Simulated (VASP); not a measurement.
A run of VASP 6.6.1 is set up as follows.

The input POSCAR:

```
AgCl
1.0
    3.2261481986      0.0000000000      0.0000000000
    0.0000000000      3.2261481986      0.0000000000
    0.0000000000      0.0000000000      3.2261481986
Ag Cl
1 1
Direct
    0.0000000000      0.0000000000      0.0000000000
    0.5000000000      0.5000000000      0.5000000000
```

The input INCAR.step1:

```
SYSTEM = AgCl
PREC     = Accurate       ! precision mode
ENCUT    = 520            ! plane-wave cutoff, eV
ISMEAR   = 0              ! smearing method
SIGMA    = 0.01           ! smearing width, eV
LREAL    = .False.        ! projectors in reciprocal space
LASPH    = .True.         ! aspherical terms in the spheres
NELM     = 60             ! most SCF steps
NBANDS   = 16             ! bands
GGA      = PE             ! functional
ALGO     = Normal         ! electronic algorithm
EDIFF    = 1E-4           ! SCF threshold, eV
LWAVE    = .True.         ! write WAVECAR
LCHARG   = .False.        ! write CHGCAR
```

The input INCAR.step2:

```
SYSTEM = AgCl
PREC     = Accurate       ! precision mode
ENCUT    = 520            ! plane-wave cutoff, eV
EDIFF    = 1E-6           ! SCF threshold, eV
ISMEAR   = 0              ! smearing method
SIGMA    = 0.01           ! smearing width, eV
LREAL    = .False.        ! projectors in reciprocal space
LASPH    = .True.         ! aspherical terms in the spheres
NELM     = 60             ! most SCF steps
ALGO     = Normal         ! electronic algorithm
ISIF     = 2              ! what is computed and relaxed
LWAVE    = .False.        ! write WAVECAR
LCHARG   = .True.         ! write CHGCAR
METAGGA  = R2SCAN         ! meta-GGA
LMIXTAU  = .True.       
LELF     = .True.         ! ELF
LVHAR    = .True.       
NBANDS   = 16             ! bands
ISTART   = 1
```

Contents of KPOINTS:

```
regular mesh
0
Gamma
  8 8 8
  0 0 0
```

Potentials or basis: VASP PAW PBE potentials, release 64 (Ag, Cl).

Command:

```console
$ cat potpaw_PBE.64/Ag/POTCAR potpaw_PBE.64/Cl/POTCAR > POTCAR
$ cp INCAR.step1 INCAR
$ mpirun -np 1 vasp_std > vasp.out
$ cp INCAR.step2 INCAR
$ mpirun -np 1 vasp_std > vasp.out
```

(1) Predict the band gap on the k mesh.

(2) Predict the pressure.

## Answers

(1) 1.36 eV, indirect (least direct gap 3.61 eV).

(2) 12.9 GPa.

Caveat: the cell differs from its parent crystal (strain -5.0%); the PAW data sets were made with another functional, which shifts forces and pressure a little.
